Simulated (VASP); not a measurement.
Set up this calculation in VASP 6.6.1, as the native input.

```yaml
Task: single point
Functional: r2SCAN
Potentials_or_basis: VASP PAW PBE potentials, release 64 (Hg, Te)
Cutoff: 520 eV
k_mesh: 7 × 7 × 7
Occupations: fermi-dirac, width 0.05 eV
Spin: no spin polarisation
Dipole_correction: no
Further_INCAR_settings: ALGO = Normal; EDIFF = 1e-07; NBANDS = 16
```

Crystal: HgTe.

```
Hg Te
1.0
     0.00000    3.15866    3.15866
     3.15866    0.00000    3.15866
     3.15866    3.15866    0.00000
Hg Te
1 1
Direct
  0.00000 0.00000 0.00000
  0.50000 0.50000 0.50000
```

One way to write it, as run:

POSCAR

```
HgTe
1.0
    0.0000000000      3.1586570750      3.1586570750
    3.1586570750      0.0000000000      3.1586570750
    3.1586570750      3.1586570750      0.0000000000
Hg Te
1 1
Direct
    0.0000000000      0.0000000000      0.0000000000
    0.5000000000      0.5000000000      0.5000000000
```

INCAR.step1

```
  PREC = Accurate
  ENCUT = 520
  ISMEAR = -1
  SIGMA = 0.05
  LREAL = F
  LASPH = T
  NELM = 100
  NBANDS = 16
  GGA = PE
  ALGO = Normal
  EDIFF = 1E-4
  LWAVE = T
  LCHARG = F
```

INCAR.step2

```
  PREC = Accurate
  ENCUT = 520
  EDIFF = 1E-7
  ISMEAR = -1
  SIGMA = 0.05
  LREAL = F
  LASPH = T
  NELM = 100
  ALGO = Normal
  ISIF = 2
  LWAVE = F
  LCHARG = F
  METAGGA = R2SCAN
  LMIXTAU = T
  NBANDS = 16
  ISTART = 1
```

KPOINTS

```
Automatic mesh
0
Gamma
  7 7 7
```

Potentials or basis: VASP PAW PBE potentials, release 64 (Hg, Te).

The run is started by

```console
$ cat potpaw_PBE.64/Hg/POTCAR potpaw_PBE.64/Te/POTCAR > POTCAR
$ cp INCAR.step1 INCAR
$ mpirun -np 1 vasp_std > vasp.out
$ cp INCAR.step2 INCAR
$ mpirun -np 1 vasp_std > vasp.out
```

It gave:

```
Pressure               : -4.3 GPa
Band gap on the k mesh : zero (band 9 reaches 3.24 eV, above the bottom of band 10 at 1.19 eV)
```

Caveat: the PAW data sets were made with another functional, which shifts forces and pressure a little; spin-orbit coupling is left out, which moves the levels of the heavy elements.

It took 82 s on 1 thread of Intel(R) Xeon(R) Platinum 8259CL CPU @ 2.50GHz (Skylake/Cascade Lake), on a shared host, peak memory 0.21 GiB.
